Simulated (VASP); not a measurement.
# Ga3Se (Cmmm) in VASP: single point with PBE+D3(BJ)

Aim: the single point of Ga3Se with PBE+D3(BJ).

All numbers are computed with VASP 6.6.1; they aren't measurements. Logs are shortened: lines on timing, memory, paths and dates and some standing lists are left out, and cuts for length are marked.

### Step 1. The cell of the first run

It takes space group Cmmm (No. 65, orthorhombic). The conventional cell has a = 6.023 Å, b = 6.206 Å, c = 4.324 Å, α = 90.00°, β = 90.00°, γ = 90.00°. Within 4.0 Å of Ga (site symmetry 2/m) lie 8 Ga at 3.01 to 3.10 Å and 4 Se at 3.06 Å. Within 4.0 Å of Ga (site symmetry mmm) lie 4 Se at 3.01 to 3.10 Å and 8 Ga at 3.06 Å. Se (site symmetry mmm) has 12 Ga at 3.01 to 3.10 Å within 4.0 Å.

### Step 2. Single point, PBE+D3(BJ) (strain -0.0300 x Voigt [0, 0, 0, 0, 0, 1])

File INCAR:

```
ALGO = Normal ; EDIFF = 1E-6
ENCUT = 520 ; GGA = PE
ISIF = 2 ; ISMEAR = 0
IVDW = 12 ; LASPH = T
LCHARG = F ; LREAL = F
LWAVE = F ; NBANDS = 30
NELM = 100 ; PREC = Accurate
SIGMA = 0.15
```

File KPOINTS:

```
k-points
0
Gamma
  12 12 12
```

File POSCAR:

```
Ga3Se
1.0
    4.3236103161     -0.0648541547      0.0000000000
   -0.0648541547      4.3236103161      0.0000000000
    0.0000000000      0.0000000000      4.3236103161
Ga Se
3 1
Direct
    0.0000000000      0.5000000000      0.5000000000
    0.5000000000      0.0000000000      0.5000000000
    0.5000000000      0.5000000000      0.0000000000
    0.0000000000      0.0000000000      0.0000000000
```

Potentials or basis: VASP PAW PBE potentials, release 64 (Ga_d, Se).

Command:

```
cat potpaw_PBE.64/Ga_d/POTCAR potpaw_PBE.64/Se/POTCAR > POTCAR
mpirun -np 1 vasp_std > vasp.out
```

OUTCAR:

```text
EDIFF = 1E-6
   ENCUT = 520
   GGA = PE
   ISIF = 2
   ISMEAR = 0
   IVDW = 12
   LASPH = T
   LREAL = F
   NELM = 100
   PREC = Accurate
 IVDW          = 12

 ion  position               nearest neighbor table
   1  0.000  0.500  0.500-
   2  0.500  0.000  0.500-
   3  0.500  0.500  0.000-
   4  0.000  0.000  0.000-

  LATTYP: Found a base centered orthorhombic cell.
 ALAT       =     6.0227907223
 B/A-ratio  =     1.0304568528
 C/A-ratio  =     0.7178749048

  Lattice vectors:

 A1 = (   4.3236103161,  -0.0648541547,   0.0000000000)
 A2 = (  -0.0648541547,   4.3236103161,   0.0000000000)
 A3 = (   0.0000000000,   0.0000000000,   4.3236103161)

Analysis of symmetry for initial positions (statically):
=====================================================================
 Subroutine PRICEL returns:
 Original cell was already a primitive cell.

 Routine SETGRP: Setting up the symmetry group for a
 base centered orthorhombic supercell.

 Subroutine GETGRP returns: Found  8 space group operations
 (whereof  8 operations were pure point group operations)
 out of a pool of  8 trial point group operations.

The static configuration has the point symmetry D_2h.

Analysis of symmetry for dynamics (positions and initial velocities):
=====================================================================
 Subroutine PRICEL returns:
 Original cell was already a primitive cell.

 Routine SETGRP: Setting up the symmetry group for a
 base centered orthorhombic supercell.

 Subroutine GETGRP returns: Found  8 space group operations
 (whereof  8 operations were pure point group operations)
 out of a pool of  8 trial point group operations.

The dynamic configuration has the point symmetry D_2h.

 Subroutine INISYM returns: Found  8 space group operations
 (whereof  8 operations are pure point group operations),
 and found     1 'primitive' translations

----------------------------------------------------------------------------------------

                                     Primitive cell

[... 86 lines left out ...]
   ISTART =      0    job   : 0-new  1-cont  2-samecut
   ICHARG =      2    charge: 1-file 2-atom 10-const
   ISPIN  =      1    spin polarized calculation?
   LNONCOLLINEAR =      F non collinear calculations
   LSORBIT =      F    spin-orbit coupling
   LASPH  =      T    aspherical Exc in radial PAW
   ENCUT  =  520.0 eV  38.22 Ry    6.18 a.u.   8.04  8.04  8.04*2*pi/ulx,y,z
   NELM   =    100;   NELMIN=  2; NELMDL= -5     # of ELM steps
   EDIFF  = 0.1E-05   stopping-criterion for ELM
   LREAL  =      F    real-space projection
   EDIFFG = 0.1E-04   stopping-criterion for IOM
   NSW    =      0    number of steps for IOM
   IBRION =     -1    ionic relax: 0-MD 1-quasi-New 2-CG
   NFREE  =      0    steps in history (QN), initial steepest desc. (CG)
   ISIF   =      2    stress and relaxation
   ISYM   =      2    0-nonsym 1-usesym 2-fastsym
   POTIM  = 0.5000    time-step for ionic-motion
   TEBEG  =    0.0;   TEEND  =   0.0 temperature during run
   PSTRESS=    0.0 pullay stress
   NELECT =      45.0000    total number of electrons
   NUPDOWN=      -1.0000    fix difference up-down
   EMIN   =  10.00;   EMAX   =-10.00  energy-range for DOS
   EFERMI =   0.00;   METHOD = LEGACY
   ISMEAR =     0;   SIGMA  =   0.15  broadening in eV -4-tet -1-fermi 0-gaus
   EFERMI_NEDOS =   21; number of points for ismear=-14 and -15
   IALGO  =     38    algorithm
   IMIX   =      4    mixing-type and parameters
     AMIX     =   0.40;   BMIX     =  1.00
     AMIX_MAG =   1.60;   BMIX_MAG =  1.00
  volume/ion in A,a.u.               =      20.20       136.33
  Fermi-wavevector in a.u.,A,eV,Ry     =   1.346889  2.545251 24.682453  1.814109
  Thomas-Fermi vector in A             =   2.474684
   LORBIT       =      0    0 simple, 1 ext, 2 COOP (PROOUT), +10 PAW based schemes
   GGA     = PE    functional components
   LHFCALC =     F    Hartree Fock is set to
   AEXX    =    0.0000 exact exchange contribution
   IVDW    =    12    specifies the selected vdW correction
   LEPSILON=     F    determine dielectric tensor
   LRPA    =     F    only Hartree local field effects (RPA)
 non-spin polarized calculation
 Gauss-broadening in eV      SIGMA  =   0.15
  energy-cutoff  :      520.00
  volume of cell :       80.81
 maximum number of plane-waves:      2224
   NGX = 17   NGY = 17   NGZ = 17

 number of electron      45.0000069 magnetization

 Free energy of the ion-electron system (eV)
  ---------------------------------------------------
  ext. energy  EPLUGINS =         0.00000000
  ---------------------------------------------------
  free energy    TOTEN  =       -12.38883374 eV

  energy without entropy =      -12.37271616  energy(sigma->0) =      -12.38077495

 E-fermi :   5.3209     XC(G=0): -10.6278

 val. band max:        5.3173324001   @ k =   0.4167   0.3333   0.1667
 cond. band min:       5.3300651502   @ k =  -0.4167   0.3333   0.0833
 fundamental gap:      0.0127327501
 Fermi energy:         5.3209334835

 k-point     1 :       0.0000    0.0000    0.0000
  band No.  band energies     occupation
      1      -9.7917      2.00000
      2      -9.7449      2.00000
      3      -9.7418      2.00000
      4      -9.7377      2.00000
      5      -9.6819      2.00000
      6      -9.6819      2.00000
[... 781 lines left out ...]
     29      10.6891      0.00000
     30      10.8361      0.00000

 [... further k-points ...]

------------------------ aborting loop because EDIFF is reached ----------------------------------------

 Edisp (eV)   -1.26488

 E8    (eV) :    -0.5689

  FORCE on cell =-STRESS in cart. coord.  units (eV):
  Direction    XX          YY          ZZ          XY          YZ          ZX
  --------------------------------------------------------------------------------------
  -------------------------------------------------------------------------------------
  Total       0.09074     0.09074     0.04728     0.09235     0.00000     0.00000
  in kB       1.79906     1.79906     0.93737     1.83105     0.00000     0.00000
  external pressure =        1.51 kB  Pullay stress =        0.00 kB

 VOLUME and BASIS-vectors are now :
 -----------------------------------------------------------------------------
  energy-cutoff  :      520.00
  volume of cell :       80.81
      direct lattice vectors                 reciprocal lattice vectors
     4.323610316 -0.064854155  0.000000000     0.231340241  0.003470104  0.000000000
    -0.064854155  4.323610316  0.000000000     0.003470104  0.231340241  0.000000000
     0.000000000  0.000000000  4.323610316     0.000000000  0.000000000  0.231288189

 POSITION                                       TOTAL-FORCE (eV/Angst)
 -----------------------------------------------------------------------------------
     -0.03243      2.16181      2.16181         0.000000      0.000000      0.000000
      2.16181     -0.03243      2.16181         0.000000      0.000000      0.000000
      2.12938      2.12938      0.00000        -0.000000      0.000000      0.000000
      0.00000      0.00000      0.00000         0.000000      0.000000      0.000000
 -----------------------------------------------------------------------------------
    total drift:                                0.000000     -0.000000     -0.000000

  FREE ENERGIE OF THE ION-ELECTRON SYSTEM (eV)
  ---------------------------------------------------
  free  energy   TOTEN  =       -13.6537115991 eV

  energy  without entropy=      -13.6375940166  energy(sigma->0) =      -13.64565281
```

OSZICAR:

```text
N       E                     dE             d eps       ncg     rms          rms(c)
DAV:   1     0.314870262008E+03    0.31487E+03   -0.21642E+04 18524   0.252E+03
DAV:   2     0.276947326686E+02   -0.28718E+03   -0.27803E+03 18562   0.524E+02
DAV:   3    -0.109374367450E+02   -0.38632E+02   -0.37316E+02 20930   0.140E+02
DAV:   4    -0.124702642393E+02   -0.15328E+01   -0.15216E+01 20948   0.287E+01
DAV:   5    -0.125051299373E+02   -0.34866E-01   -0.34843E-01 20726   0.437E+00    0.351E+00
DAV:   6    -0.124015258221E+02    0.10360E+00   -0.25972E-01 24916   0.592E+00    0.206E+00
DAV:   7    -0.123912578001E+02    0.10268E-01   -0.46322E-02 21452   0.131E+00    0.777E-01
DAV:   8    -0.123888226625E+02    0.24351E-02   -0.80443E-03 21794   0.718E-01    0.791E-02
DAV:   9    -0.123888195684E+02    0.30941E-05   -0.12393E-03 21536   0.356E-01    0.475E-02
DAV:  10    -0.123888294028E+02   -0.98344E-05   -0.15428E-04 21602   0.161E-01    0.273E-02
DAV:  11    -0.123888334347E+02   -0.40319E-05   -0.27994E-05 25388   0.109E-01    0.982E-03
DAV:  12    -0.123888337375E+02   -0.30283E-06   -0.50396E-06 21162   0.553E-02
   1 F= -.13653712E+02 E0= -.13645653E+02  d E =-.161176E-01
```

stdout:

```text
POSCAR found type information on POSCAR GaSe
 POSCAR found :  2 types and       4 ions
 scaLAPACK will be used
 LDA part: xc-table for (Slater+PW92), standard interpolation
 POSCAR, INCAR and KPOINTS ok, starting setup
 FFT: planning ... GRIDC
 FFT: planning ... GRID_SOFT
 FFT: planning ... GRID
 WAVECAR not read
 entering main loop
```

Run time: 4.2 min. Hardware: 1 thread of AMD EPYC 9R45 (Zen 5), shared host; peak memory 0.62 GiB.

Results:

```yaml
Free_energy: -13.6537 eV
Pressure: 0.2 GPa
Band_gap_on_the_k_mesh: zero (an odd number of electrons rules out a gap without spin polarisation)
Dispersion_energy_per_atom: -0.316 eV
```

Stress tensor (GPa, compression positive):
```
0.18 0.18 0.00
0.18 0.18 0.00
0.00 0.00 0.09
```

Levels at points of the mesh, in eV from the Fermi level:
| k point | band 20 | band 21 | band 22 | band 23 | band 24 | band 25 | band 26 | band 27 |
| --- | --- | --- | --- | --- | --- | --- | --- | --- |
| (0.00, 0.00, 0.00) | -4.02 | -2.74 | -2.73 | 1.45 | 1.69 | 1.92 | 4.38 | 4.60 |
| (0.50, 0.00, 0.00) | -3.06 | -1.87 | -1.12 | -0.40 | -0.39 | 1.04 | 4.30 | 4.41 |
| (0.50, 0.50, 0.00) | -2.37 | -0.87 | -0.64 | -0.54 | 1.49 | 1.55 | 1.73 | 1.90 |
| (0.00, 0.00, 0.50) | -2.95 | -1.90 | -1.13 | -0.50 | -0.28 | 1.04 | 4.09 | 4.35 |
| (0.50, 0.00, 0.50) | -2.38 | -0.87 | -0.61 | -0.57 | 1.36 | 1.62 | 1.81 | 1.92 |
| (0.50, 0.50, 0.50) | -5.30 | -5.15 | -4.98 | -3.79 | 4.13 | 4.28 | 4.46 | 8.83 |

Caveat: the cell differs from its parent crystal (strain -0.0300 x Voigt [0, 0, 0, 0, 0, 1]).
